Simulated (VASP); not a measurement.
**Sc: relaxation of shape and atoms at fixed volume with PBE**

Sc:

```
CELL_PARAMETERS angstrom
3.18357 0.00000 0.00000
-1.59179 2.75705 0.00000
0.00000 0.00000 4.93930
ATOMIC_POSITIONS crystal
Sc 0.33333 0.66667 0.25000
Sc 0.66667 0.33333 0.75000
```

This cell differs from its parent crystal: volume scaled by 0.88.

```yaml
Program: VASP 6.6.1
Task: relaxation of shape and atoms at fixed volume
Functional: PBE
Potentials_or_basis: VASP PAW PBE potentials, release 64 (Sc_sv)
Cutoff: 600 eV
k_mesh: 15 × 15 × 8
Occupations: gaussian, width 0.1 eV
Spin: no spin polarisation
Dipole_correction: no
Further_INCAR_settings: ALGO = Normal; EDIFF = 1e-06; IBRION = 2; EDIFFG = -0.01; NSW = 50; ISIF = 4
```

- Energy gained by relaxing: 0.0 meV/atom
- Ionic steps: 2
- Pressure after relaxing: 8.7 GPa
- Band gap on the k mesh: zero (band 11 reaches 5.55 eV, above the bottom of band 12 at 3.81 eV)

Stress tensor (GPa, compression positive):
```
8.71 0.00 0.00
0.00 8.71 0.00
0.00 0.00 8.60
```

Final structure:
```
Sc
1.0
     3.18554    0.00000    0.00000
    -1.59277    2.75876    0.00000
     0.00000    0.00000    4.93320
Sc
2
Direct
  0.33333 0.66667 0.25000
  0.66667 0.33333 0.75000
```

Levels at points of the mesh, in eV from the Fermi level:
```
           k point  band 7  band 8  band 9  band 10  band 11  band 12  band 13  band 14  band 15
(0.00, 0.00, 0.00)  -27.42  -27.38   -5.34    -1.81     1.00     1.74     1.74     2.09     2.29
(0.00, 0.00, 0.50)  -27.47  -27.47   -3.63    -3.63     1.09     1.09     1.63     1.63     1.63
```

Run time: 3.7 min on 1 thread of Oxide Virtual Turin-like Processor, on a shared host, peak memory 0.21 GiB.
